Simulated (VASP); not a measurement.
# Al (P6_3/mmc) in VASP: a series of runs

Runs on Al. Level: PBEsol. Tasks: single point.

All numbers are computed with VASP 6.6.1; they aren't measurements. Logs are shortened: lines on timing, memory, paths and dates and some standing lists are left out, and cuts for length are marked.

**1. The cell of the first run**

The structure is hexagonal, space group P6_3/mmc (No. 194). Conventional cell: a = 2.812 Å, b = 2.812 Å, c = 4.867 Å, α = 90.00°, β = 90.00°, γ = 120.00°. Al (site symmetry -6m2) has 12 Al at 2.81 to 2.93 Å within 3.7 Å.

This isn't the form of Al at room conditions, which is fcc.

**2. Single point, PBEsol**

INCAR reads:

```
SYSTEM = Al
  ALGO = Normal
  EDIFF = 1E-6
  ENCUT = 500
  GGA = PS
  GGA_COMPAT = .False.
  ISIF = 2
  ISMEAR = -1
  LASPH = .True.
  LCHARG = .True.
  LELF = .True.
  LREAL = .False.
  LVHAR = .True.
  LWAVE = .False.
  NBANDS = 10
  NELM = 120
  PREC = Accurate
  SIGMA = 0.15
```

KPOINTS reads:

```
k-points
0
Gamma
  3 3 2
  0 0 0
```

POSCAR reads:

```
Al
1.0
    2.8124550000      0.0000000000      0.0000000000
   -1.4062275000      2.4356574770      0.0000000000
    0.0000000000      0.0000000000      4.8668500000
Al
2
Direct
    0.6666666667      0.3333333333      0.7500000000
    0.3333333333      0.6666666667      0.2500000000
```

Potentials or basis: VASP PAW PBE potentials, release 64 (Al).

Run with:

```
$ cat potpaw_PBE.64/Al/POTCAR > POTCAR
$ mpirun -np 1 vasp_std > vasp.out
```

OUTCAR:

```text
SYSTEM = Al
   EDIFF = 1E-6
   ENCUT = 500
   GGA = PS
   ISIF = 2
   ISMEAR = -1
   LASPH = .True.
   LREAL = .False.
   NELM = 120
   PREC = Accurate

 ion  position               nearest neighbor table
   1  0.667  0.333  0.750-   2 2.93   2 2.93   2 2.93   2 2.93   2 2.93   2 2.93
   2  0.333  0.667  0.250-   1 2.93   1 2.93   1 2.93   1 2.93   1 2.93   1 2.93

  LATTYP: Found a hexagonal cell.
 ALAT       =     2.8124550000
 C/A-ratio  =     1.7304632430

  Lattice vectors:

 A1 = (   2.8124550000,   0.0000000000,   0.0000000000)
 A2 = (  -1.4062275000,   2.4356574770,   0.0000000000)
 A3 = (   0.0000000000,   0.0000000000,   4.8668500000)

Analysis of symmetry for initial positions (statically):
=====================================================================
 Subroutine PRICEL returns:
 Original cell was already a primitive cell.

 Routine SETGRP: Setting up the symmetry group for a
 hexagonal supercell.

 Subroutine GETGRP returns: Found 24 space group operations
 (whereof 12 operations were pure point group operations)
 out of a pool of 24 trial point group operations.

The static configuration has the point symmetry D_3d.
 The point group associated with its full space group is D_6h.

Analysis of symmetry for dynamics (positions and initial velocities):
=====================================================================
 Subroutine PRICEL returns:
 Original cell was already a primitive cell.

 Routine SETGRP: Setting up the symmetry group for a
 hexagonal supercell.

 Subroutine GETGRP returns: Found 24 space group operations
 (whereof 12 operations were pure point group operations)
 out of a pool of 24 trial point group operations.

The dynamic configuration has the point symmetry D_3d.
 The point group associated with its full space group is D_6h.

 Subroutine INISYM returns: Found 24 space group operations
 (whereof 12 operations are pure point group operations),
 and found     1 'primitive' translations

----------------------------------------------------------------------------------------

                                     Primitive cell

  volume of cell :      33.3388

  direct lattice vectors                    reciprocal lattice vectors
     2.812455000  0.000000000  0.000000000     0.355561245  0.205283380  0.000000000
    -1.406227500  2.435657477  0.000000000     0.000000000  0.410566760  0.000000000
     0.000000000  0.000000000  4.866850000     0.000000000  0.000000000  0.205471712

  length of vectors
     2.812455000  2.812455000  4.866850000     0.410566760  0.410566760  0.205471712

  position of ions in fractional coordinates (direct lattice)
     0.666666667  0.333333333  0.750000000
     0.333333333  0.666666667  0.250000000

  ion indices of the primitive-cell ions
   primitive index   ion index
                 1           1
                 2           2

----------------------------------------------------------------------------------------

 KPOINTS: k-points

Automatic generation of k-mesh.
 Grid dimensions read from file:
 generate k-points for:    3    3    2

 Generating k-lattice:

  Cartesian coordinates                     Fractional coordinates (reciprocal lattice)
     0.118520415  0.068427793  0.000000000     0.333333333  0.000000000  0.000000000
     0.000000000  0.136855587  0.000000000     0.000000000  0.333333333  0.000000000
     0.000000000  0.000000000  0.102735856     0.000000000  0.000000000  0.500000000

  Length of vectors
     0.136855587  0.136855587  0.102735856

  Shift w.r.t. Gamma in fractional coordinates (k-lattice)
     0.000000000  0.000000000  0.000000000

 Subroutine IBZKPT returns following result:
 ===========================================

 Found      6 irreducible k-points:

 Following reciprocal coordinates:
            Coordinates               Weight
  0.000000  0.000000  0.000000      1.000000
  0.333333 -0.000000  0.000000      6.000000
  0.333333  0.333333  0.000000      2.000000
  0.000000  0.000000  0.500000      1.000000
  0.333333 -0.000000  0.500000      6.000000
  0.333333  0.333333  0.500000      2.000000
   k-points           NKPTS =      6   k-points in BZ     NKDIM =      6   number of bands    NBANDS=     10
   number of dos      NEDOS =    301   number of ions     NIONS =      2
   total plane-waves  NPLWV =  20736
   dimension x,y,z NGX =    24 NGY =   24 NGZ =   36
   dimension x,y,z NGXF=    48 NGYF=   48 NGZF=   72
   ions per type =               2
   NGX,Y,Z   is equivalent  to a cutoff of  14.19, 14.19, 12.30 a.u.
   NGXF,Y,Z  is equivalent  to a cutoff of  28.37, 28.37, 24.59 a.u.
 SYSTEM =  Al
   PREC   = accura    normal or accurate (medium, high low for compatibility)
   ISTART =      0    job   : 0-new  1-cont  2-samecut
   ICHARG =      2    charge: 1-file 2-atom 10-const
   ISPIN  =      1    spin polarized calculation?
   LNONCOLLINEAR =      F non collinear calculations
   LSORBIT =      F    spin-orbit coupling
   LASPH  =      T    aspherical Exc in radial PAW
   ENCUT  =  500.0 eV  36.75 Ry    6.06 a.u.   5.13  5.13  8.87*2*pi/ulx,y,z
   NELM   =    120;   NELMIN=  2; NELMDL= -5     # of ELM steps
   EDIFF  = 0.1E-05   stopping-criterion for ELM
   LREAL  =      F    real-space projection
   EDIFFG = 0.1E-04   stopping-criterion for IOM
   NSW    =      0    number of steps for IOM
   IBRION =     -1    ionic relax: 0-MD 1-quasi-New 2-CG
   NFREE  =      0    steps in history (QN), initial steepest desc. (CG)
   ISIF   =      2    stress and relaxation
   ISYM   =      2    0-nonsym 1-usesym 2-fastsym
   POTIM  = 0.5000    time-step for ionic-motion
   TEBEG  =    0.0;   TEEND  =   0.0 temperature during run
   PSTRESS=    0.0 pullay stress
   NELECT =       6.0000    total number of electrons
   NUPDOWN=      -1.0000    fix difference up-down
   EMIN   =  10.00;   EMAX   =-10.00  energy-range for DOS
   EFERMI =   0.00;   METHOD = LEGACY
   ISMEAR =    -1;   SIGMA  =   0.15  broadening in eV -4-tet -1-fermi 0-gaus
   EFERMI_NEDOS =   21; number of points for ismear=-14 and -15
   IALGO  =     38    algorithm
   IMIX   =      4    mixing-type and parameters
     AMIX     =   0.40;   BMIX     =  1.00
     AMIX_MAG =   1.60;   BMIX_MAG =  1.00
  volume/ion in A,a.u.               =      16.67       112.49
  Fermi-wavevector in a.u.,A,eV,Ry     =   0.924291  1.746656 11.623642  0.854314
  Thomas-Fermi vector in A             =   2.050021
   LORBIT       =      0    0 simple, 1 ext, 2 COOP (PROOUT), +10 PAW based schemes
   GGA     = PS    functional components
   LHFCALC =     F    Hartree Fock is set to
   AEXX    =    0.0000 exact exchange contribution
   IVDW    =     0    specifies the selected vdW correction
   LEPSILON=     F    determine dielectric tensor
   LRPA    =     F    only Hartree local field effects (RPA)
 non-spin polarized calculation
  energy-cutoff  :      500.00
  volume of cell :       33.34
 maximum number of plane-waves:       858
 NGX is ok and might be reduce to    24
   NGX = 11   NGY = 11   NGZ = 17

 number of electron       6.0000000 magnetization

 Free energy of the ion-electron system (eV)
  ---------------------------------------------------
  ext. energy  EPLUGINS =         0.00000000
  ---------------------------------------------------
  free energy    TOTEN  =        -7.97755132 eV

  energy without entropy =       -7.90726861  energy(sigma->0) =       -7.94240997

 E-fermi :   7.4921     XC(G=0): -10.2191

 val. band max:        7.1134513873   @ k =   0.3333   0.3333   0.5000
 cond. band min:       7.6852280026   @ k =   0.3333  -0.0000   0.0000
 fundamental gap:      0.5717766153
 Fermi energy:         7.4921336016

 k-point     1 :       0.0000    0.0000    0.0000
  band No.  band energies     occupation
      1      -3.2205      2.00000
      2       2.7759      2.00000
      3       3.0173      2.00000
      4      18.9775      0.00000
      5      19.2614      0.00000
      6      19.2614      0.00000
      7      19.4735      0.00000
      8      19.4735      0.00000
      9      20.2071      0.00000
     10      22.5594      0.00000

 k-point     2 :       0.3333   -0.0000    0.0000
  band No.  band energies     occupation
      1      -0.4766      2.00000
      2       5.3488      2.00000
      3       5.6018      1.99999
      4       7.6852      0.43262
      5      13.0566      0.00000
      6      13.4279      0.00000
      7      14.6640      0.00000
      8      16.3146      0.00000
      9      19.6691      0.00000
     10      20.3699      0.00000

 k-point     3 :       0.3333    0.3333    0.0000
  band No.  band energies     occupation
      1       4.7857      2.00000
      2       4.7857      2.00000
      3       4.9133      2.00000
      4       9.8563      0.00000
      5      10.3700      0.00000
      6      10.3700      0.00000
      7      11.5382      0.00000
      8      11.5382      0.00000
      9      11.8656      0.00000
     10      26.3594      0.00000

 k-point     4 :       0.0000    0.0000    0.5000
  band No.  band energies     occupation
      1      -1.6684      2.00000
      2      -1.6684      2.00000
      3      10.2223      0.00000
      4      10.2223      0.00000
      5      20.2930      0.00000
      6      20.2930      0.00000
      7      20.2930      0.00000
      8      20.2930      0.00000
      9      21.1028      0.00000
     10      21.1028      0.00000

 k-point     5 :       0.3333   -0.0000    0.5000
  band No.  band energies     occupation
      1       1.0454      2.00000
      2       1.0454      2.00000
      3       8.9301      0.00014
      4       8.9301      0.00014
      5      12.8145      0.00000
      6      12.8145      0.00000
      7      15.9922      0.00000
      8      15.9922      0.00000
      9      17.5823      0.00000
     10      17.5823      0.00000

 k-point     6 :       0.3333    0.3333    0.5000
  band No.  band energies     occupation
      1       5.7050      1.99999
      2       5.7050      1.99999
      3       6.3534      1.99899
      4       6.3534      1.99899
      5       7.1135      1.85169
      6       7.1135      1.85169
      7      17.0473      0.00000
      8      17.0473      0.00000
      9      18.3082      0.00000
     10      18.3082      0.00000

------------------------ aborting loop because EDIFF is reached ----------------------------------------

  FORCE on cell =-STRESS in cart. coord.  units (eV):
  Direction    XX          YY          ZZ          XY          YZ          ZX
  --------------------------------------------------------------------------------------
  -------------------------------------------------------------------------------------
  Total        0.0793774      0.0793774     -0.4363785      0.0000000      0.0000000      0.0000000
  in kB        3.8146767      3.8146767    -20.9712406      0.0000000      0.0000000      0.0000000
  external PRESSURE =      -4.4472957 kB  Pullay stress =       0.0000000 kB

 VOLUME and BASIS-vectors are now :
 -----------------------------------------------------------------------------
  energy-cutoff  :      500.00
  volume of cell :       33.34
      direct lattice vectors                 reciprocal lattice vectors
     2.812455000  0.000000000  0.000000000     0.355561245  0.205283380  0.000000000
    -1.406227500  2.435657477  0.000000000     0.000000000  0.410566760  0.000000000
     0.000000000  0.000000000  4.866850000     0.000000000  0.000000000  0.205471712

 POSITION                                       TOTAL-FORCE (eV/Angst)
 -----------------------------------------------------------------------------------
      1.40623      0.81189      3.65014         0.000000     -0.000000      0.000000
     -0.00000      1.62377      1.21671        -0.000000      0.000000      0.000000
 -----------------------------------------------------------------------------------
    total drift:                                0.000000     -0.000000      0.000000

  FREE ENERGIE OF THE ION-ELECTRON SYSTEM (eV)
  ---------------------------------------------------
  free  energy   TOTEN  =        -7.9775513234 eV

  energy  without entropy=       -7.9072686097  energy(sigma->0) =       -7.94240997
```

Wall time 3.9 s (1 thread of AMD EPYC 7R13, shared host); peak memory 0.11 GiB.

What came out:

```yaml
Free_energy: -7.9776 eV
Pressure: -0.4 GPa
Band_gap_on_the_k_mesh: zero (bands 3 and 4 overlap by 3.87 eV)
```

Levels at points of the mesh, in eV from the Fermi level:
| k point | band 1 | band 2 | band 3 | band 4 | band 5 | band 6 | band 7 | band 8 |
| --- | --- | --- | --- | --- | --- | --- | --- | --- |
| (0.00, 0.00, 0.00) | -10.71 | -4.72 | -4.47 | 11.49 | 11.77 | 11.77 | 11.98 | 11.98 |
| (0.00, 0.00, 0.50) | -9.16 | -9.16 | 2.73 | 2.73 | 12.80 | 12.80 | 12.80 | 12.80 |

Caveat: the k points lie up to 0.86 Å⁻¹ apart, too coarse for converged energies and pressures of a metal; the PAW data sets were made with another functional, which shifts forces and pressure a little.

(Part 1 of 2 ends here.)

The gap in the log of VASP goes by the Fermi energy; the results here count the filled bands.